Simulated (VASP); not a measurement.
Set up this calculation in VASP 6.6.1, as the native input.

| Property | Result |
| --- | --- |
| Task | single point |
| Functional | LDA |
| Potentials or basis | VASP PAW LDA potentials, release 64 (Sc_sv) |
| Cutoff | 520 eV |
| k mesh | 16 × 16 × 10 |
| Occupations | fermi-dirac, width 0.1 eV |
| Spin | no spin polarisation |
| Dipole correction | no |
| Further INCAR settings | ALGO = Normal; EDIFF = 1e-06; NBANDS = 18 |

The structure of Sc lies in POSCAR:

```
Sc
1.0
    3.2104754898      0.0000000000      0.0000000000
   -1.6052377449      2.7803533324      0.0000000000
    0.0000000000      0.0000000000      4.9812388019
Sc
2
Direct
    0.3333333333      0.6666666667      0.2500000000
    0.6666666667      0.3333333333      0.7500000000
```

One way to write it, as run:

INCAR

```
PREC     = Accurate       # precision mode
ENCUT    = 520            # plane-wave cutoff, eV
EDIFF    = 1E-6           # SCF threshold, eV
ISMEAR   = -1             # smearing method
SIGMA    = 0.1            # smearing width, eV
LREAL    = F              # projectors in reciprocal space
LASPH    = T              # aspherical terms in the spheres
NELM     = 80             # most SCF steps
ALGO     = Normal         # electronic algorithm
ISIF     = 2              # what is computed and relaxed
LWAVE    = F              # write WAVECAR
LCHARG   = F              # write CHGCAR
GGA      = CA             # functional
NBANDS   = 18             # bands
```

KPOINTS

```
regular mesh
0
Gamma
  16 16 10
```

Potentials or basis: VASP PAW LDA potentials, release 64 (Sc_sv).

Launch:

```bash
$ cat potpaw_LDA.64/Sc_sv/POTCAR > POTCAR
$ mpirun -np 1 vasp_std > vasp.out
```

It gave:

```yaml
Pressure: 1.1 GPa
Band_gap_on_the_k_mesh: zero (bands 11 and 12 overlap by 1.63 eV)
```

Wall time 34 s on 1 thread of Intel(R) Xeon(R) 6975P-C (Granite Rapids) (shared host), peak memory 0.22 GiB.
